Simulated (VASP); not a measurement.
SbP2:

```
CELL_PARAMETERS angstrom
2.79842 -2.90580 0.00000
2.79842 2.90580 0.00000
-1.01476 0.00000 6.34821
ATOMIC_POSITIONS crystal
Sb 0.00000 0.50000 0.00000
Sb 0.50000 0.00000 0.50000
P 0.15843 0.45266 0.37806
P 0.54734 0.84157 0.12194
P 0.84157 0.54734 0.62194
P 0.45266 0.15843 0.87806
```

- Program: VASP 6.6.1
- Task: relaxation of cell and atoms
- Functional: PBE
- Potentials or basis: VASP PAW PBE potentials, release 64 (Sb, P)
- Cutoff: 600 eV
- k mesh: 4 × 4 × 4
- Occupations: gaussian, width 0.1 eV
- Spin: no spin polarisation

At the start: pressure 34.4 GPa; volume 17.21 Å³/atom.

How do energy, volume and symmetry change on relaxing?

Over 34 steps the energy falls by 608.0 meV/atom and the volume is 24.19 Å³/atom (+40.6 %); space group C2/c (No. 15, to 0.05 Å).

The path:
| step | energy change (eV) | largest force (eV/Å) | pressure (GPa) | volume (Å³) |
| --- | --- | --- | --- | --- |
| 1 | 0.0000 | 1.5951 | 34.36 | 103.24 |
| 2 | -2.0843 | 1.5231 | -8.80 | 168.61 |
| 3 | -3.0571 | 1.2507 | -0.68 | 137.88 |
| 4 | -3.3148 | 0.4248 | 0.50 | 138.65 |
| 5 | -3.3322 | 0.3705 | 1.08 | 138.87 |
| 6 | -3.4250 | 0.3956 | -0.05 | 142.19 |
| 7 | -3.4757 | 0.3639 | -1.71 | 147.67 |
| 8 | -3.4781 | 0.3835 | -1.34 | 146.43 |
| 9 | -3.5413 | 0.2347 | -0.30 | 143.64 |
| 10 | -3.5462 | 0.1808 | 0.10 | 142.60 |
| 11 | -3.5662 | 0.1495 | 0.26 | 142.49 |
| 12 | -3.5677 | 0.1768 | 0.34 | 142.44 |
| 13 | -3.5760 | 0.1851 | -0.33 | 143.85 |
| 14 | -3.5761 | 0.2038 | -0.44 | 144.10 |
| 15 | -3.5825 | 0.1646 | -0.30 | 144.08 |
| 16 | -3.5889 | 0.0948 | -0.01 | 144.04 |
| 17 | -3.5942 | 0.0803 | 0.12 | 144.02 |
| 18 | -3.6018 | 0.1567 | 0.48 | 143.93 |
| 19 | -3.6053 | 0.1423 | 0.33 | 144.28 |
| 20 | -3.6123 | 0.1664 | -0.11 | 145.31 |
| 21 | -3.6084 | 0.3847 | -1.06 | 147.35 |
| 22 | -3.6139 | 0.2261 | -0.42 | 145.97 |
| 23 | -3.6177 | 0.2184 | -0.44 | 146.11 |
| 24 | -3.6268 | 0.2092 | -0.56 | 146.52 |
| 25 | -3.6279 | 0.2654 | -0.95 | 147.29 |
| 26 | -3.6309 | 0.2270 | -0.73 | 146.90 |
| 27 | -3.6395 | 0.0846 | -0.15 | 145.88 |
| 28 | -3.6404 | 0.0881 | 0.10 | 145.46 |
| 29 | -3.6425 | 0.0814 | 0.09 | 145.41 |
| 30 | -3.6458 | 0.0695 | 0.09 | 145.24 |
| 31 | -3.6458 | 0.0694 | 0.09 | 145.21 |
| 32 | -3.6471 | 0.0457 | -0.06 | 145.43 |
| 33 | -3.6474 | 0.0526 | -0.17 | 145.59 |
| 34 | -3.6478 | 0.0296 | 0.06 | 145.16 |

Final structure:
```yaml
crystal:
  lattice:
    - [3.41687, -3.32500, -0.06137]
    - [3.41687, 3.32500, -0.06137]
    - [-1.42608, 0.00000, 6.41399]
  atoms:
    - { symbol: Sb, position: [0.00000, 0.50000, 0.00000] }
    - { symbol: Sb, position: [0.50000, 0.00000, 0.50000] }
    - { symbol: P, position: [0.17848, 0.49012, 0.42288] }
    - { symbol: P, position: [0.50988, 0.82152, 0.07712] }
    - { symbol: P, position: [0.82152, 0.50988, 0.57712] }
    - { symbol: P, position: [0.49012, 0.17848, 0.92288] }
```

Caveat: the k points lie up to 0.33 Å⁻¹ apart in the final cell; the volume moved by over 15 % at a fixed basis, so the end points are rough.
